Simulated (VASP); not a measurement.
A run of VASP 6.6.1 is set up as follows.

File INCAR:

```
SYSTEM = AlZn
ALGO = Fast
EDIFF = 1E-6
ENCUT = 520
GGA = PE
ISIF = 2
ISMEAR = 0
LASPH = .True.
LCHARG = .True.
LELF = .True.
LREAL = .False.
LVHAR = .True.
LWAVE = .False.
NBANDS = 14
NELM = 100
PREC = Accurate
SIGMA = 0.1
```

File KPOINTS:

```
k-points
0
Gamma
  6 6 6
  0 0 0
```

Contents of POSCAR:

```
AlZn
1.0
    0.0000000000      2.6520431719      2.6520431719
    2.6520431719      0.0000000000      2.6520431719
    2.6520431719      2.6520431719      0.0000000000
Al Zn
1 1
Direct
    0.0000000000      0.0000000000      0.0000000000
    0.5000000000      0.5000000000      0.5000000000
```

Potentials or basis: VASP PAW PBE potentials, release 64 (Al, Zn).

Launch:

```bash
$ cat potpaw_PBE.64/Al/POTCAR potpaw_PBE.64/Zn/POTCAR > POTCAR
$ mpirun -np 1 vasp_std > vasp.out
```

Question: Estimate the pressure.

Answer: 0.5 GPa.

Question: Estimate the band gap on the k mesh.

Answer: Zero (an odd number of electrons rules out a gap without spin polarisation).
